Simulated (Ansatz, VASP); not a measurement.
## AlCu3: VASP beside Ansatz

```
Al Cu
1.0
     3.63187    0.00000    0.00000
     0.00000    3.63187    0.00000
     0.00000    0.00000    3.63187
Al Cu
1 3
Direct
  0.96902 0.00000 0.00000
  0.50000 0.50000 0.00000
  0.50000 0.00000 0.50000
  0.00000 0.50000 0.50000
```

Alike in both runs: task single point; functional PBEsol; k mesh 14 × 14 × 14; occupations gaussian, width 0.15 eV; no spin polarisation.

```csv
,VASP,Ansatz
version,VASP 6.6.1,Ansatz 0.2.0
potentials or method,"VASP PAW PBE potentials, release 64 (Al, Cu), cutoff 520 eV","scalar-relativistic, plane waves, PAW"
valence electrons in the cell,36,60
```

|  | VASP | Ansatz | Ansatz less VASP |
| --- | --- | --- | --- |
| gap on the k mesh at the Fermi level (eV) | none | none | - |
| pressure (GPa) | 1.7 | 0.5 | -1.18 |
| traceless stress, the component that is largest in VASP (GPa) | -0.05 | -0.04 | +0.007 |
| rms of the force components (eV/Å) | 0.291 | 0.289 | -0.0017 |

VASP's potentials were made for PBE, not for PBEsol. Atom by atom the forces differ by 0.002 eV/Å (rms over components). A gap of «none» marks a metal or a gap that the smearing closes. The functional is the same, so the differences come from potentials, cutoffs and numerics. VASP's potentials hold 36 valence electrons a cell and Ansatz's 60, so a difference there can come from the potentials and not from the codes.
